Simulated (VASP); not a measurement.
# Rb (Im-3m) in VASP: settings compared

The runs below take Rb through single point, relaxation of cell and atoms, with PBE, RPBE+D4.

All numbers are computed with VASP 6.6.1; they aren't measurements. Logs are shortened: lines on timing, memory, paths and dates and some standing lists are left out, and cuts for length are marked.

**1. The cell of the first run**

It takes space group Im-3m (No. 229, cubic). Conventional cell: a = 5.658 Å, b = 5.658 Å, c = 5.658 Å, α = 90.00°, β = 90.00°, γ = 90.00°.

**2. Single point, PBE, non-collinear spin, zero start, spin-orbit coupling**

File INCAR:

```
PREC = Accurate ; ENCUT = 520
EDIFF = 1E-7 ; ISMEAR = -1
SIGMA = 0.05 ; LREAL = F
LASPH = T ; NELM = 150
ALGO = Normal ; ISIF = 2
LWAVE = F ; LCHARG = T
MAGMOM = 0 0 0 ; LORBIT = 11
LSORBIT = T ; GGA_COMPAT = F
LORBMOM = T ; GGA = PE
LVHAR = T ; NBANDS = 20
```

File KPOINTS:

```
regular mesh
0
Gamma
  5 5 5
```

File POSCAR:

```
Rb
1.0
   -2.8292208067      2.8292208067      2.8292208067
    2.8292208067     -2.8292208067      2.8292208067
    2.8292208067      2.8292208067     -2.8292208067
Rb
1
Direct
    0.0000000000      0.0000000000      0.0000000000
```

Potentials or basis: VASP PAW PBE potentials, release 64 (Rb_sv).

Started as:

```sh
> cat potpaw_PBE.64/Rb_sv/POTCAR > POTCAR
> mpirun -np 1 vasp_ncl > vasp.out
```

OUTCAR:

```text
PREC = Accurate
   ENCUT = 520
   EDIFF = 1E-7
   ISMEAR = -1
   LREAL = F
   LASPH = T
   NELM = 150
   ISIF = 2
   LORBIT = 11
   LSORBIT = T
   GGA = PE

 ion  position               nearest neighbor table
   1  0.000  0.000  0.000-

  LATTYP: Found a body centered cubic cell.
 ALAT       =     5.6584416134

  Lattice vectors:

 A1 = (  -2.8292208067,   2.8292208067,   2.8292208067)
 A2 = (   2.8292208067,  -2.8292208067,   2.8292208067)
 A3 = (   2.8292208067,   2.8292208067,  -2.8292208067)

Analysis of symmetry for initial positions (statically):
=====================================================================
 Subroutine PRICEL returns:
 Original cell was already a primitive cell.

 Routine SETGRP: Setting up the symmetry group for a
 body centered cubic supercell.

 Subroutine GETGRP returns: Found 48 space group operations
 (whereof 48 operations were pure point group operations)
 out of a pool of 48 trial point group operations.

The static configuration has the point symmetry O_h .

Analysis of symmetry for dynamics (positions and initial velocities):
=====================================================================
 Subroutine PRICEL returns:
 Original cell was already a primitive cell.

 Routine SETGRP: Setting up the symmetry group for a
 body centered cubic supercell.

 Subroutine GETGRP returns: Found 48 space group operations
 (whereof 48 operations were pure point group operations)
 out of a pool of 48 trial point group operations.

The dynamic configuration has the point symmetry O_h .

Analysis of structural, dynamic, and magnetic symmetry:
=====================================================================
 Subroutine PRICEL returns:
 Original cell was already a primitive cell.

 Routine SETGRP: Setting up the symmetry group for a
 body centered cubic supercell.

 Subroutine GETGRP returns: Found 48 space group operations
 (whereof 48 operations were pure point group operations)
 out of a pool of 48 trial point group operations.

The overall configuration has the point symmetry O_h .

 Subroutine INISYM returns: Found 48 space group operations
 (whereof 48 operations are pure point group operations),
 and found     1 'primitive' translations

----------------------------------------------------------------------------------------

                                     Primitive cell

  volume of cell :      90.5859

  direct lattice vectors                    reciprocal lattice vectors
    -2.829220807  2.829220807  2.829220807     0.000000000  0.176727104  0.176727104
     2.829220807 -2.829220807  2.829220807     0.176727104  0.000000000  0.176727104
     2.829220807  2.829220807 -2.829220807     0.176727104  0.176727104  0.000000000

  length of vectors
     4.900354183  4.900354183  4.900354183     0.249929867  0.249929867  0.249929867

  position of ions in fractional coordinates (direct lattice)
     0.000000000  0.000000000  0.000000000

  ion indices of the primitive-cell ions
   primitive index   ion index
                 1           1

----------------------------------------------------------------------------------------

 KPOINTS: regular mesh

Automatic generation of k-mesh.
 Grid dimensions read from file:
 generate k-points for:    5    5    5

 Generating k-lattice:

  Cartesian coordinates                     Fractional coordinates (reciprocal lattice)
     0.000000000  0.035345421  0.035345421     0.200000000  0.000000000  0.000000000
     0.035345421  0.000000000  0.035345421     0.000000000  0.200000000  0.000000000
     0.035345421  0.035345421  0.000000000     0.000000000  0.000000000  0.200000000

  Length of vectors
     0.049985973  0.049985973  0.049985973

  Shift w.r.t. Gamma in fractional coordinates (k-lattice)
[... 30 lines left out ...]
   ICHARG =      2    charge: 1-file 2-atom 10-const
   ISPIN  =      1    spin polarized calculation?
   LNONCOLLINEAR =      T non collinear calculations
   LSORBIT =      T    spin-orbit coupling
   LASPH  =      T    aspherical Exc in radial PAW
   ENCUT  =  520.0 eV  38.22 Ry    6.18 a.u.   9.11  9.11  9.11*2*pi/ulx,y,z
   NELM   =    150;   NELMIN=  2; NELMDL= -5     # of ELM steps
   EDIFF  = 0.1E-06   stopping-criterion for ELM
   LREAL  =      F    real-space projection
   EDIFFG = 0.1E-05   stopping-criterion for IOM
   NSW    =      0    number of steps for IOM
   IBRION =     -1    ionic relax: 0-MD 1-quasi-New 2-CG
   NFREE  =      0    steps in history (QN), initial steepest desc. (CG)
   ISIF   =      2    stress and relaxation
   ISYM   =      2    0-nonsym 1-usesym 2-fastsym
   POTIM  = 0.5000    time-step for ionic-motion
   TEBEG  =    0.0;   TEEND  =   0.0 temperature during run
   PSTRESS=    0.0 pullay stress
   NELECT =       9.0000    total number of electrons
   NUPDOWN=      -1.0000    fix difference up-down
   EMIN   =  10.00;   EMAX   =-10.00  energy-range for DOS
   EFERMI =   0.00;   METHOD = LEGACY
   ISMEAR =    -1;   SIGMA  =   0.05  broadening in eV -4-tet -1-fermi 0-gaus
   EFERMI_NEDOS =   21; number of points for ismear=-14 and -15
   IALGO  =     38    algorithm
   IMIX   =      4    mixing-type and parameters
     AMIX     =   0.40;   BMIX     =  1.00
     AMIX_MAG =   1.60;   BMIX_MAG =  1.00
  volume/ion in A,a.u.               =      90.59       611.30
  Fermi-wavevector in a.u.,A,eV,Ry     =   0.758232  1.432851  7.822206  0.574916
  Thomas-Fermi vector in A             =   1.856757
   LORBIT       =     11    0 simple, 1 ext, 2 COOP (PROOUT), +10 PAW based schemes
   GGA     = PE    functional components
   LHFCALC =     F    Hartree Fock is set to
   AEXX    =    0.0000 exact exchange contribution
   IVDW    =     0    specifies the selected vdW correction
   LEPSILON=     F    determine dielectric tensor
   LRPA    =     F    only Hartree local field effects (RPA)
  energy-cutoff  :      520.00
  volume of cell :       90.59
 maximum number of plane-waves:      4982
   NGX = 19   NGY = 19   NGZ = 19

 number of electron       9.0000000 magnetization       0.0000000      0.0000000      0.0000000

 number of electron       9.0000000 magnetization      -0.0000000      0.0000000     -0.0000000

 number of electron       9.0000000 magnetization       0.0000000     -0.0000000      0.0000000

 Free energy of the ion-electron system (eV)
  ---------------------------------------------------
  ext. energy  EPLUGINS =         0.00000000
  ---------------------------------------------------
  free energy    TOTEN  =        -0.97124905 eV

  energy without entropy =       -0.95922954  energy(sigma->0) =       -0.96523929

 E-fermi :   0.0658     XC(G=0):  -5.4773

 val. band max:       -0.2839479336   @ k =   0.4000   0.0000   0.0000
 cond. band min:       0.1051769364   @ k =  -0.4000   0.4000   0.2000
 fundamental gap:      0.3891248700
 Fermi energy:         0.0658369512

 k-point     1 :       0.0000    0.0000    0.0000
  band No.  band energies     occupation
      1     -28.8812      1.00000
      2     -28.8812      1.00000
      3     -13.5036      1.00000
      4     -13.5036      1.00000
      5     -12.6381      1.00000
      6     -12.6381      1.00000
[... 219 lines left out ...]
     19       5.6490      0.00000
     20       5.6594      0.00000

------------------------ aborting loop because EDIFF is reached ----------------------------------------

  FORCE on cell =-STRESS in cart. coord.  units (eV):
  Direction    XX          YY          ZZ          XY          YZ          ZX
  --------------------------------------------------------------------------------------
  -------------------------------------------------------------------------------------
  Total        0.0000239      0.0000239      0.0000239     -0.0000000     -0.0000000      0.0000000
  in kB        0.0004223      0.0004223      0.0004223     -0.0000000     -0.0000000      0.0000000
  external PRESSURE =       0.0004223 kB  Pullay stress =       0.0000000 kB

 VOLUME and BASIS-vectors are now :
 -----------------------------------------------------------------------------
  energy-cutoff  :      520.00
  volume of cell :       90.59
      direct lattice vectors                 reciprocal lattice vectors
    -2.829220807  2.829220807  2.829220807     0.000000000  0.176727104  0.176727104
     2.829220807 -2.829220807  2.829220807     0.176727104  0.000000000  0.176727104
     2.829220807  2.829220807 -2.829220807     0.176727104  0.176727104  0.000000000

 POSITION                                       TOTAL-FORCE (eV/Angst)
 -----------------------------------------------------------------------------------
      0.00000      0.00000      0.00000         0.000000      0.000000      0.000000
 -----------------------------------------------------------------------------------
    total drift:                               -0.000000      0.000000     -0.000000

  FREE ENERGIE OF THE ION-ELECTRON SYSTEM (eV)
  ---------------------------------------------------
  free  energy   TOTEN  =        -0.9712490509 eV

  energy  without entropy=       -0.9592295365  energy(sigma->0) =       -0.96523929

 orbital moment (x)

 # of ion     p       d       tot
 ----------------------------------------
  1        -0.000  -0.000  -0.000
 ----------------------------------------
           -0.000  -0.000  -0.000

 orbital moment (y)

 # of ion     p       d       tot
 ----------------------------------------
  1        -0.000  -0.000  -0.000
 ----------------------------------------
           -0.000  -0.000  -0.000

 orbital moment (z)

 # of ion     p       d       tot
 ----------------------------------------
  1         0.000  -0.000  -0.000
 ----------------------------------------
            0.000  -0.000  -0.000

 Spin-Orbit-Coupling matrix elements

 Ion:    1  E_soc:     -0.0531108
 l=   1
     0.0000000    -0.0088517    -0.0088517
    -0.0088517     0.0000000    -0.0088517
    -0.0088517    -0.0088517     0.0000000
 l=   2
     0.0000000    -0.0000000     0.0000000    -0.0000000    -0.0000001
    -0.0000000     0.0000000    -0.0000001    -0.0000000    -0.0000000
     0.0000000    -0.0000001     0.0000000    -0.0000001     0.0000000
    -0.0000000    -0.0000000    -0.0000001     0.0000000    -0.0000000
    -0.0000001    -0.0000000     0.0000000    -0.0000000     0.0000000
 l=   3
     0.0000000     0.0000000     0.0000000     0.0000000     0.0000000     0.0000000     0.0000000
     0.0000000     0.0000000     0.0000000     0.0000000     0.0000000     0.0000000     0.0000000
     0.0000000     0.0000000     0.0000000     0.0000000     0.0000000     0.0000000     0.0000000
     0.0000000     0.0000000     0.0000000     0.0000000     0.0000000     0.0000000     0.0000000
     0.0000000     0.0000000     0.0000000     0.0000000     0.0000000     0.0000000     0.0000000
     0.0000000     0.0000000     0.0000000     0.0000000     0.0000000     0.0000000     0.0000000
     0.0000000     0.0000000     0.0000000     0.0000000     0.0000000     0.0000000     0.0000000

 total charge

# of ion       s       p       d       tot
------------------------------------------
    1        1.964   5.320   0.005   7.290

 magnetization (x)

# of ion       s       p       d       tot
------------------------------------------
    1       -0.000   0.000   0.000  -0.000

 magnetization (y)

# of ion       s       p       d       tot
------------------------------------------
    1       -0.000   0.000   0.000  -0.000

 magnetization (z)

# of ion       s       p       d       tot
------------------------------------------
    1       -0.000   0.000   0.000  -0.000
```

Wall time 1.8 min (1 thread of Intel Xeon 8259CL, shared host); peak memory 0.39 GiB.

Results:

* Free energy: -0.9712 eV
* Pressure: 0.0 GPa
* Net moment: 0.00 μB per cell
* Valence electrons inside the program's atomic spheres: Rb 7.29

Moments on the atoms (μB; x, y, z):
```
Rb  0.00 0.00 0.00
```

[end of part 1 of 2]
